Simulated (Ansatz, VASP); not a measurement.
Hf3Si2W in VASP and in Ansatz

```
Hf Si W
1.0
     3.83095    0.00000    0.00000
     0.00000    3.83095    0.00000
     0.00000    0.00000    7.37212
Hf Si W
3 2 1
Direct
  0.50000 0.50000 0.00000
  0.00000 0.50000 0.36304
  0.50000 0.00000 0.63696
  0.00000 0.50000 0.73643
  0.50000 0.00000 0.26357
  0.00000 0.00000 0.00000
```

Change from the starting cell: species swapped into the Zr2CuSb3 type (P-4m2, No. 115).

Alike in both runs: functional PBE; k mesh 10 × 10 × 6; occupations gaussian, width 0.1 eV; no spin polarisation.

Ansatz relaxed the structure, and its values are those at the end. VASP's run is a single point on that final structure, the one shown.

|  | VASP | Ansatz |
| --- | --- | --- |
| version | VASP 6.6.1 | Ansatz 0.2.0 |
| potentials or method | VASP PAW PBE potentials, release 64 (Hf_pv, Si, W_sv), cutoff 520 eV | scalar-relativistic, plane waves, PAW |
| valence electrons in the cell | 52 | 100 |

Ansatz gave:

* gap on the k mesh at the Fermi level (eV): none
* pressure (GPa): 0.0

Problem. Which values does VASP return?

Solution. gap on the k mesh at the Fermi level (eV): none; pressure (GPa): -0.2.

A gap of «none» marks a metal or a gap that the smearing closes. VASP's potentials hold 52 valence electrons a cell and Ansatz's 100, so a difference there can come from the potentials and not from the codes.

Spin-orbit coupling is off throughout.
